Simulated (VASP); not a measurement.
# Re (I4/mmm) in VASP: a series of runs, part 2 of 2

VASP 6.6.1. Earlier steps stand in the parts before.

### Step 3. Single point, PBEsol (strain +0.000 along x and y, -0.025 along z)

Contents of INCAR:

```
  PREC = Accurate
  ENCUT = 520
  EDIFF = 1E-6
  ISMEAR = 0
  SIGMA = 0.15
  LREAL = False
  LASPH = True
  NELM = 60
  ALGO = Normal
  ISIF = 2
  LWAVE = False
  LCHARG = True
  GGA = PS
  LELF = True
  LVHAR = True
  NBANDS = 10
```

Contents of KPOINTS:

```
Automatic mesh
0
Gamma
  20 20 20
```

Contents of POSCAR:

```
Re
1.0
    0.0000000000      1.9750000000      1.9256250000
    1.9750000000      0.0000000000      1.9256250000
    1.9750000000      1.9750000000      0.0000000000
Re
1
Direct
    0.0000000000      0.0000000000      0.0000000000
```

Potentials or basis: VASP PAW PBE potentials, release 64 (Re).

The run is started by

```
$ cat potpaw_PBE.64/Re/POTCAR > POTCAR
$ mpirun -np 1 vasp_std > vasp.out
```

OUTCAR:

```text
PREC = Accurate
   ENCUT = 520
   EDIFF = 1E-6
   ISMEAR = 0
   LREAL = False
   LASPH = True
   NELM = 60
   ISIF = 2
   GGA = PS

 ion  position               nearest neighbor table
   1  0.000  0.000  0.000-

  LATTYP: Found a body centered tetragonal cell.
 ALAT       =     2.7930717857
 C/A-ratio  =     1.3788582233

  Lattice vectors:

 A1 = (   0.0000000000,  -1.9750000000,  -1.9256250000)
 A2 = (   0.0000000000,   1.9750000000,  -1.9256250000)
 A3 = (   1.9750000000,   0.0000000000,   1.9256250000)

Analysis of symmetry for initial positions (statically):
=====================================================================
 Subroutine PRICEL returns:
 Original cell was already a primitive cell.

 Routine SETGRP: Setting up the symmetry group for a
 body centered tetragonal supercell.

 Subroutine GETGRP returns: Found 16 space group operations
 (whereof 16 operations were pure point group operations)
 out of a pool of 16 trial point group operations.

The static configuration has the point symmetry D_4h.

Analysis of symmetry for dynamics (positions and initial velocities):
=====================================================================
 Subroutine PRICEL returns:
 Original cell was already a primitive cell.

 Routine SETGRP: Setting up the symmetry group for a
 body centered tetragonal supercell.

 Subroutine GETGRP returns: Found 16 space group operations
 (whereof 16 operations were pure point group operations)
 out of a pool of 16 trial point group operations.

The dynamic configuration has the point symmetry D_4h.

 Subroutine INISYM returns: Found 16 space group operations
 (whereof 16 operations are pure point group operations),
 and found     1 'primitive' translations

----------------------------------------------------------------------------------------

                                     Primitive cell
[... 112 lines left out ...]
  Thomas-Fermi vector in A             =   2.402251
   LORBIT       =      0    0 simple, 1 ext, 2 COOP (PROOUT), +10 PAW based schemes
   GGA     = PS    functional components
   LHFCALC =     F    Hartree Fock is set to
   AEXX    =    0.0000 exact exchange contribution
   IVDW    =     0    specifies the selected vdW correction
   LEPSILON=     F    determine dielectric tensor
   LRPA    =     F    only Hartree local field effects (RPA)
 non-spin polarized calculation
 Gauss-broadening in eV      SIGMA  =   0.15
  energy-cutoff  :      520.00
  volume of cell :       15.02
 maximum number of plane-waves:       423
 NGX is ok and might be reduce to    24
   NGX = 11   NGY = 11   NGZ = 11

 number of electron       7.0000000 magnetization

 Free energy of the ion-electron system (eV)
  ---------------------------------------------------
  ext. energy  EPLUGINS =         0.00000000
  ---------------------------------------------------
  free energy    TOTEN  =       -13.28785481 eV

  energy without entropy =      -13.27818300  energy(sigma->0) =      -13.28301890

 E-fermi :   7.7416     XC(G=0): -13.7069

 val. band max:        7.7415909851   @ k =  -0.3000   0.3000   0.0000
 cond. band min:       7.7464068983   @ k =  -0.3500   0.1500   0.3000
 fundamental gap:      0.0048159133
 Fermi energy:         7.7416101910

 k-point     1 :       0.0000    0.0000    0.0000
  band No.  band energies     occupation
      1      -2.2879      2.00000
      2       5.7533      2.00000
      3       5.7533      2.00000
      4       6.1072      2.00000
      5       8.7088      0.00000
      6       9.1890      0.00000
      7      21.6734      0.00000
      8      26.8892      0.00000
      9      26.8892      0.00000
     10      27.7639      0.00000
[... 287 lines left out ...]
 k-point    24 :      -0.3500    0.0500    0.0000
  band No.  band energies     occupation
      1       0.9900      2.00000
      2       5.7967      2.00000
      3       5.9382      2.00000
      4       6.1585      2.00000
      5      10.1382      0.00000
      6      10.9190      0.00000
      7      19.4079      0.00000
      8      22.8971      0.00000
      9      28.9617      0.00000
     10      30.3074      0.00000

 [... further k-points ...]

------------------------ aborting loop because EDIFF is reached ----------------------------------------

  FORCE on cell =-STRESS in cart. coord.  units (eV):
  Direction    XX          YY          ZZ          XY          YZ          ZX
  --------------------------------------------------------------------------------------
  -------------------------------------------------------------------------------------
  Total       -1.2063392     -1.2063392     -0.5536190      0.0000000     -0.0000000      0.0000000
  in kB     -128.6601685   -128.6601685    -59.0453420      0.0000000     -0.0000000      0.0000000
  external PRESSURE =    -105.4552264 kB  Pullay stress =       0.0000000 kB

 VOLUME and BASIS-vectors are now :
 -----------------------------------------------------------------------------
  energy-cutoff  :      520.00
  volume of cell :       15.02
      direct lattice vectors                 reciprocal lattice vectors
     0.000000000  1.975000000  1.925625000    -0.253164557  0.253164557  0.259655956
     1.975000000  0.000000000  1.925625000     0.253164557 -0.253164557  0.259655956
     1.975000000  1.975000000  0.000000000     0.253164557  0.253164557 -0.259655956

 POSITION                                       TOTAL-FORCE (eV/Angst)
 -----------------------------------------------------------------------------------
      0.00000      0.00000      0.00000         0.000000     -0.000000      0.000000
 -----------------------------------------------------------------------------------
    total drift:                               -0.000000     -0.000000      0.000000

  FREE ENERGIE OF THE ION-ELECTRON SYSTEM (eV)
  ---------------------------------------------------
  free  energy   TOTEN  =       -13.2878548066 eV

  energy  without entropy=      -13.2781830019  energy(sigma->0) =      -13.28301890
```

stdout:

```text
POSCAR found type information on POSCAR Re
 POSCAR found :  1 types and       1 ions
 scaLAPACK will be used
 -----------------------------------------------------------------------------
|                                                                             |
|                                                                             |
|     You enforced a specific xc type in the INCAR file but a different       |
|     I HOPE YOU KNOW WHAT YOU ARE DOING!                                     |
|                                                                             |
 -----------------------------------------------------------------------------

 LDA part: xc-table for (Slater+PW92), standard interpolation
 POSCAR, INCAR and KPOINTS ok, starting setup
 FFT: planning ... GRIDC
 FFT: planning ... GRID_SOFT
 FFT: planning ... GRID
 WAVECAR not read
 entering main loop
```

Run time: 31 s. Hardware: 1 thread of Intel Xeon 6975P-C (Granite Rapids), shared host; peak memory 0.23 GiB.

What came out:

```
Free energy            : -13.2879 eV
Pressure               : -10.5 GPa
Band gap on the k mesh : zero (an odd number of electrons rules out a gap without spin polarisation)
```

Caveat: the cell differs from its parent crystal (strain +0.000 along x and y, -0.025 along z); the cell stands under tension; the PAW data sets were made with another functional, which shifts forces and pressure a little; spin-orbit coupling is left out, which moves the levels of the heavy elements.
